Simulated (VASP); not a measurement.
# Al (P-1) in VASP: single point with LDA

Aim: the single point of Al with LDA.

All numbers are computed with VASP 6.6.1; they aren't measurements. Logs are shortened: lines on timing, memory, paths and dates and some standing lists are left out, and cuts for length are marked.

## Step 1: The cell of the first run

The typed cell holds 1 atom: a = 2.667 Å, b = 2.774 Å, c = 2.692 Å, α = 107.71°, β = 108.42°, γ = 113.37°.

## Step 2: Single point, LDA

File INCAR:

```
ALGO = Fast ; EDIFF = 1E-7
ENCUT = 520 ; GGA = CA
ISIF = 2 ; ISMEAR = 0
LASPH = True ; LCHARG = True
LELF = True ; LREAL = False
LVHAR = True ; LWAVE = False
NBANDS = 8 ; NELM = 80
PREC = Accurate ; SIGMA = 0.1
```

File KPOINTS:

```
k-points
0
Gamma
  2 2 2
```

File POSCAR:

```
Al
1.0
   -1.6123241171      1.5547757275      1.4473964884
    1.6475303432     -1.6138768655      1.5417038524
    1.5768244723      1.5783772207     -1.5064976264
Al
1
Direct
    0.0000000000      0.0000000000      0.0000000000
```

Potentials or basis: VASP PAW LDA potentials, release 64 (Al).

The run is started by

```bash
$ cat potpaw_LDA.64/Al/POTCAR > POTCAR
$ mpirun -np 1 vasp_std > vasp.out
```

OUTCAR:

```text
EDIFF = 1E-7
   ENCUT = 520
   GGA = CA
   ISIF = 2
   ISMEAR = 0
   LASPH = True
   LREAL = False
   NELM = 80
   PREC = Accurate

 ion  position               nearest neighbor table
   1  0.000  0.000  0.000-

  LATTYP: Found a triclinic cell.
 ALAT       =     7.1130616422
 B/A-ratio  =     0.6392572816
 C/A-ratio  =     0.3784670774
 COS(alpha) =     0.0002601588
 COS(beta)  =     0.2601491707
 COS(gamma) =     0.9499573788

  Lattice vectors:

 A1 = (   3.2953541051,  -6.3018055412,   0.1534085020)
 A2 = (   3.2598544603,  -3.1686525930,   0.0943073640)
 A3 = (  -1.5768244723,  -1.5783772207,   1.5064976264)

Analysis of symmetry for initial positions (statically):
=====================================================================
 Subroutine PRICEL returns:
 Original cell was already a primitive cell.

 Routine SETGRP: Setting up the symmetry group for a
 triclinic supercell.

 Subroutine GETGRP returns: Found  2 space group operations
 (whereof  2 operations were pure point group operations)
 out of a pool of  2 trial point group operations.

The static configuration has the point symmetry S_2 .

Analysis of symmetry for dynamics (positions and initial velocities):
=====================================================================
 Subroutine PRICEL returns:
 Original cell was already a primitive cell.

 Routine SETGRP: Setting up the symmetry group for a
 triclinic supercell.

 Subroutine GETGRP returns: Found  2 space group operations
 (whereof  2 operations were pure point group operations)
 out of a pool of  2 trial point group operations.

The dynamic configuration has the point symmetry S_2 .

 Subroutine INISYM returns: Found  2 space group operations
 (whereof  2 operations are pure point group operations),
 and found     1 'primitive' translations

----------------------------------------------------------------------------------------

                                     Primitive cell

  volume of cell :      15.0892

  direct lattice vectors                    reciprocal lattice vectors
    -1.612324117  1.554775728  1.447396488    -0.000138416  0.325597855  0.340988244
     1.647530343 -1.613876865  1.541703852     0.306631034  0.009720375  0.331129454
     1.576824472  1.578377221 -1.506497626     0.313663889  0.322771920  0.002687520

  length of vectors
     2.666809558  2.774131492  2.692059651     0.471473186  0.451402029  0.450082182

  position of ions in fractional coordinates (direct lattice)
     0.000000000  0.000000000  0.000000000

  ion indices of the primitive-cell ions
   primitive index   ion index
                 1           1

----------------------------------------------------------------------------------------

 KPOINTS: k-points

Automatic generation of k-mesh.
 Grid dimensions read from file:
 generate k-points for:    2    2    2

 Generating k-lattice:

  Cartesian coordinates                     Fractional coordinates (reciprocal lattice)
    -0.000069208  0.162798928  0.170494122     0.500000000 -0.000000000  0.000000000
     0.153315517  0.004860187  0.165564727     0.000000000  0.500000000  0.000000000
     0.156831945  0.161385960  0.001343760     0.000000000 -0.000000000  0.500000000

  Length of vectors
     0.235736593  0.225701015  0.225041091

  Shift w.r.t. Gamma in fractional coordinates (k-lattice)
     0.000000000  0.000000000  0.000000000

 Subroutine IBZKPT returns following result:
 ===========================================

 Found      8 irreducible k-points:

 Following reciprocal coordinates:
            Coordinates               Weight
  0.000000  0.000000  0.000000      1.000000
  0.500000 -0.000000 -0.000000      1.000000
  0.000000  0.500000  0.000000      1.000000
  0.500000  0.500000  0.000000      1.000000
  0.000000 -0.000000  0.500000      1.000000
  0.500000 -0.000000  0.500000      1.000000
  0.000000  0.500000  0.500000      1.000000
  0.500000  0.500000  0.500000      1.000000
   k-points           NKPTS =      8   k-points in BZ     NKDIM =      8   number of bands    NBANDS=      8
   number of dos      NEDOS =    301   number of ions     NIONS =      1
   total plane-waves  NPLWV =   9600
   dimension x,y,z NGX =    20 NGY =   24 NGZ =   20
   dimension x,y,z NGXF=    40 NGYF=   48 NGZF=   40
   ions per type =               1
   NGX,Y,Z   is equivalent  to a cutoff of  12.47, 14.38, 12.35 a.u.
   NGXF,Y,Z  is equivalent  to a cutoff of  24.94, 28.77, 24.70 a.u.
 SYSTEM =  unknown system
   PREC   = accura    normal or accurate (medium, high low for compatibility)
   ISTART =      0    job   : 0-new  1-cont  2-samecut
   ICHARG =      2    charge: 1-file 2-atom 10-const
   ISPIN  =      1    spin polarized calculation?
   LNONCOLLINEAR =      F non collinear calculations
   LSORBIT =      F    spin-orbit coupling
   LASPH  =      T    aspherical Exc in radial PAW
   ENCUT  =  520.0 eV  38.22 Ry    6.18 a.u.   4.96  5.16  5.01*2*pi/ulx,y,z
   NELM   =     80;   NELMIN=  2; NELMDL= -5     # of ELM steps
   EDIFF  = 0.1E-06   stopping-criterion for ELM
   LREAL  =      F    real-space projection
   EDIFFG = 0.1E-05   stopping-criterion for IOM
   NSW    =      0    number of steps for IOM
   IBRION =     -1    ionic relax: 0-MD 1-quasi-New 2-CG
   NFREE  =      0    steps in history (QN), initial steepest desc. (CG)
   ISIF   =      2    stress and relaxation
   ISYM   =      2    0-nonsym 1-usesym 2-fastsym
   POTIM  = 0.5000    time-step for ionic-motion
   TEBEG  =    0.0;   TEEND  =   0.0 temperature during run
   PSTRESS=    0.0 pullay stress
   NELECT =       3.0000    total number of electrons
   NUPDOWN=      -1.0000    fix difference up-down
   EMIN   =  10.00;   EMAX   =-10.00  energy-range for DOS
   EFERMI =   0.00;   METHOD = LEGACY
   ISMEAR =     0;   SIGMA  =   0.10  broadening in eV -4-tet -1-fermi 0-gaus
   EFERMI_NEDOS =   21; number of points for ismear=-14 and -15
   IALGO  =     68    algorithm
   IMIX   =      4    mixing-type and parameters
     AMIX     =   0.40;   BMIX     =  1.00
     AMIX_MAG =   1.60;   BMIX_MAG =  1.00
  volume/ion in A,a.u.               =      15.09       101.83
  Fermi-wavevector in a.u.,A,eV,Ry     =   0.955492  1.805618 12.421635  0.912964
  Thomas-Fermi vector in A             =   2.084334
   LORBIT       =      0    0 simple, 1 ext, 2 COOP (PROOUT), +10 PAW based schemes
   GGA     = CA    functional components
   LHFCALC =     F    Hartree Fock is set to
   AEXX    =    0.0000 exact exchange contribution
   IVDW    =     0    specifies the selected vdW correction
   LEPSILON=     F    determine dielectric tensor
   LRPA    =     F    only Hartree local field effects (RPA)
 non-spin polarized calculation
 RMM-DIIS sequential band-by-band and
 Gauss-broadening in eV      SIGMA  =   0.10
  energy-cutoff  :      520.00
  volume of cell :       15.09
 maximum number of plane-waves:       418
 NGX is ok and might be reduce to    20
   NGX =  9   NGY = 11   NGZ =  9

 number of electron       3.0000000 magnetization

 Free energy of the ion-electron system (eV)
  ---------------------------------------------------
  ext. energy  EPLUGINS =         0.00000000
  ---------------------------------------------------
  free energy    TOTEN  =        -5.10350614 eV

  energy without entropy =       -5.10294383  energy(sigma->0) =       -5.10322499

 E-fermi :   5.2854     XC(G=0): -10.6764

 val. band max:        5.1059236883   @ k =   0.5000  -0.0000   0.5000
 cond. band min:       5.4649341631   @ k =   0.5000  -0.0000  -0.0000
 fundamental gap:      0.3590104748
 Fermi energy:         5.2854289259

 k-point     1 :       0.0000    0.0000    0.0000
  band No.  band energies     occupation
      1      -2.9692      2.00000
      2      21.4180      0.00000
      3      22.6426      0.00000
      4      23.3033      0.00000
      5      23.5404      0.00000
      6      24.4582      0.00000
      7      24.9328      0.00000
      8      24.9502      0.00000

 k-point     2 :       0.5000   -0.0000   -0.0000
  band No.  band energies     occupation
      1       4.5939      2.00000
      2       5.4649      0.01113
      3      16.2659      0.00000
      4      16.3073      0.00000
      5      18.4701      0.00000
      6      20.2784      0.00000
      7      30.1853      0.00000
      8      32.7320      0.00000

 k-point     3 :       0.0000    0.5000    0.0000
  band No.  band energies     occupation
      1       4.0755      2.00000
      2       4.6666      2.00000
      3      17.1798      0.00000
      4      17.6254      0.00000
      5      19.3661      0.00000
      6      21.0796      0.00000
      7      30.0625      0.00000
      8      32.7609      0.00000

 k-point     4 :       0.5000    0.5000    0.0000
  band No.  band energies     occupation
      1       3.8409      2.00000
      2       4.1937      2.00000
      3      18.2533      0.00000
      4      18.6267      0.00000
      5      20.5911      0.00000
      6      21.5372      0.00000
      7      29.5514      0.00000
      8      31.2062      0.00000

 k-point     5 :       0.0000   -0.0000    0.5000
  band No.  band energies     occupation
      1       4.0280      2.00000
      2       4.6201      2.00000
      3      17.8621      0.00000
      4      17.9866      0.00000
      5      20.6976      0.00000
      6      21.2690      0.00000
      7      28.7135      0.00000
      8      31.0116      0.00000

 k-point     6 :       0.5000   -0.0000    0.5000
  band No.  band energies     occupation
      1       4.2912      2.00000
      2       5.1059      1.98887
      3      16.8351      0.00000
      4      16.9196      0.00000
      5      19.4560      0.00000
      6      20.7740      0.00000
      7      29.3146      0.00000
      8      31.7840      0.00000

 k-point     7 :       0.0000    0.5000    0.5000
  band No.  band energies     occupation
      1       4.1205      2.00000
      2       4.7843      2.00000
      3      16.6958      0.00000
      4      17.2222      0.00000
      5      18.7683      0.00000
      6      20.8779      0.00000
      7      31.5193      0.00000
      8      33.3391      0.00000

 k-point     8 :       0.5000    0.5000    0.5000
  band No.  band energies     occupation
      1       9.7544      0.00000
      2      10.6086      0.00000
      3      11.1933      0.00000
      4      11.9022      0.00000
      5      12.0713      0.00000
      6      15.5667      0.00000
      7      33.7561      0.00000
      8      35.3771      0.00000

------------------------ aborting loop because EDIFF is reached ----------------------------------------

  FORCE on cell =-STRESS in cart. coord.  units (eV):
  Direction    XX          YY          ZZ          XY          YZ          ZX
  --------------------------------------------------------------------------------------
  -------------------------------------------------------------------------------------
  Total        0.8559519     -0.7623371      0.4523687      0.4822552     -1.6927041     -0.4749592
  in kB       90.8855769    -80.9454940     48.0328330     51.2061986   -179.7325283    -50.4315050
  external PRESSURE =      19.3243053 kB  Pullay stress =       0.0000000 kB

 VOLUME and BASIS-vectors are now :
 -----------------------------------------------------------------------------
  energy-cutoff  :      520.00
  volume of cell :       15.09
      direct lattice vectors                 reciprocal lattice vectors
    -1.612324117  1.554775728  1.447396488    -0.000138416  0.325597855  0.340988244
     1.647530343 -1.613876865  1.541703852     0.306631034  0.009720375  0.331129454
     1.576824472  1.578377221 -1.506497626     0.313663889  0.322771920  0.002687520

 POSITION                                       TOTAL-FORCE (eV/Angst)
 -----------------------------------------------------------------------------------
      0.00000      0.00000      0.00000         0.000000      0.000000      0.000000
 -----------------------------------------------------------------------------------
    total drift:                                0.000000      0.000000      0.000000

  FREE ENERGIE OF THE ION-ELECTRON SYSTEM (eV)
  ---------------------------------------------------
  free  energy   TOTEN  =        -5.1035061404 eV

  energy  without entropy=       -5.1029438305  energy(sigma->0) =       -5.10322499
```

It took 1.2 s on 1 thread of Intel Xeon 6975P-C (Granite Rapids), shared host; peak memory 0.11 GiB.

Results:

```yaml
Free_energy: -5.1035 eV
Pressure: 1.9 GPa
```

Levels at points of the mesh, in eV from the Fermi level:
```
           k point  band 1  band 2  band 3  band 4  band 5  band 6  band 7
(0.00, 0.00, 0.00)   -8.25   16.13   17.36   18.02   18.25   19.17   19.65
(0.50, 0.00, 0.00)   -0.69    0.18   10.98   11.02   13.18   14.99   24.90
(0.00, 0.50, 0.00)   -1.21   -0.62   11.89   12.34   14.08   15.79   24.78
(0.50, 0.50, 0.00)   -1.44   -1.09   12.97   13.34   15.31   16.25   24.27
(0.00, 0.00, 0.50)   -1.26   -0.67   12.58   12.70   15.41   15.98   23.43
(0.50, 0.00, 0.50)   -0.99   -0.18   11.55   11.63   14.17   15.49   24.03
(0.00, 0.50, 0.50)   -1.16   -0.50   11.41   11.94   13.48   15.59   26.23
(0.50, 0.50, 0.50)    4.47    5.32    5.91    6.62    6.79   10.28   28.47
```

Caveat: the k points lie up to 1.48 Å⁻¹ apart.
